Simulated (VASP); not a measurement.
Ir: single point with LDA

The system is Ir.

```
CELL_PARAMETERS angstrom
0.00000 1.90609 1.90609
1.90609 0.00000 1.90609
1.90609 1.90609 0.00000
ATOMIC_POSITIONS crystal
Ir 0.00000 0.00000 0.00000
```

```json
{
  "Program": "VASP 6.6.1",
  "Task": "single point",
  "Functional": "LDA",
  "Potentials or basis": "VASP PAW LDA potentials, release 64 (Ir)",
  "Cutoff": "520 eV",
  "k mesh": "14 × 14 × 14",
  "Occupations": "gaussian, width 0.03 eV",
  "Spin": "no spin polarisation"
}
```

```json
{
  "Pressure": "2.4 GPa"
}
```

Levels at points of the mesh, in eV from the Fermi level:
```
           k point  band 1  band 2  band 3  band 4  band 5  band 6  band 7  band 8
(0.00, 0.00, 0.00)  -11.22   -3.93   -3.93   -3.93   -1.11   -1.11   14.42   20.08
(0.50, 0.00, 0.00)   -8.22   -4.02   -4.02   -0.65    1.05    1.05    7.60   13.96
(0.50, 0.50, 0.00)   -8.05   -7.48    1.04    1.65    1.65    1.86   10.93   11.92
```

It took 8.9 s on 1 thread of Intel Xeon 6975P-C (shared host), peak memory 0.13 GiB.

Caveat: spin-orbit coupling is left out, which moves the levels of the heavy elements.
